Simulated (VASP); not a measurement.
# Y: relaxation of cell and atoms with PBEsol

Crystal: Y.

```xyz
4
Lattice="3.6425 0.0000 0.0000 -1.8213 3.1545 0.0000 0.0000 0.0000 11.8441" Properties=species:S:1:pos:R:3 pbc="T T T"
Y     1.8213    1.0515    8.8831
Y     0.0000    0.0000    5.9221
Y     0.0000    2.1030    2.9610
Y     0.0000    0.0000    0.0000
```

* Program: VASP 6.6.1
* Task: relaxation of cell and atoms
* Functional: PBEsol
* Potentials or basis: VASP PAW PBE potentials, release 64 (Y_sv)
* Cutoff: 600 eV
* k mesh: 8 × 8 × 3
* Occupations: fermi-dirac, width 0.05 eV
* Spin: no spin polarisation
* Dipole correction: no
* Further INCAR settings: ALGO = Fast; EDIFF = 1e-06; IBRION = 2; EDIFFG = -0.01; NSW = 60; ISIF = 3

- Relaxed volume: 30.75 Å³/atom
- Relaxed cell: a = 3.530 Å, b = 3.530 Å, c = 11.397 Å, α = 90.00°, β = 90.00°, γ = 120.00°
- Space group after relaxing (to 0.1 Å): P6_3/mmc (No. 194)
- Energy gained by relaxing: 39.7 meV/atom
- Ionic steps: 7
- Pressure after relaxing: 0.0 GPa
- Band gap on the k mesh: zero (bands 22 and 23 overlap by 1.16 eV)

The path:
| step | energy change (eV) | largest force (eV/Å) | pressure (GPa) | volume (Å³) |
| --- | --- | --- | --- | --- |
| 1 | 0.0000 | 0.0000 | -3.59 | 136.10 |
| 2 | -0.1569 | 0.0000 | 0.48 | 121.63 |
| 3 | -0.1588 | 0.0000 | 0.01 | 122.95 |
| 4 | -0.1588 | 0.0000 | -0.08 | 123.20 |
| 5 | -0.1588 | 0.0000 | -0.08 | 123.21 |
| 6 | -0.1589 | 0.0000 | -0.08 | 123.21 |
| 7 | -0.1589 | 0.0000 | -0.01 | 123.02 |

Final structure:
```
Y
1.0
     3.53038    0.00000    0.00000
    -1.76519    3.05740    0.00000
     0.00000    0.00000   11.39710
Y
4
Direct
  0.66667 0.33333 0.75000
  0.00000 0.00000 0.50000
  0.33333 0.66667 0.25000
  0.00000 0.00000 0.00000
```

Levels at points of the mesh, in eV from the Fermi level:
```tsv
k point	band 18	band 19	band 20	band 21	band 22	band 23	band 24	band 25	band 26
(0.00, 0.00, 0.00)	-3.38	-3.36	-2.04	0.79	0.84	0.90	1.66	1.66	1.72
(0.50, 0.00, 0.00)	-1.90	-1.41	-1.24	-0.55	-0.51	-0.31	0.50	0.77	1.54
```

Wall time 12 min on 1 thread of Oxide Virtual Turin-like Processor (shared host), peak memory 0.3 GiB.

Caveat: the PAW data sets were made with another functional, which shifts forces and pressure a little.
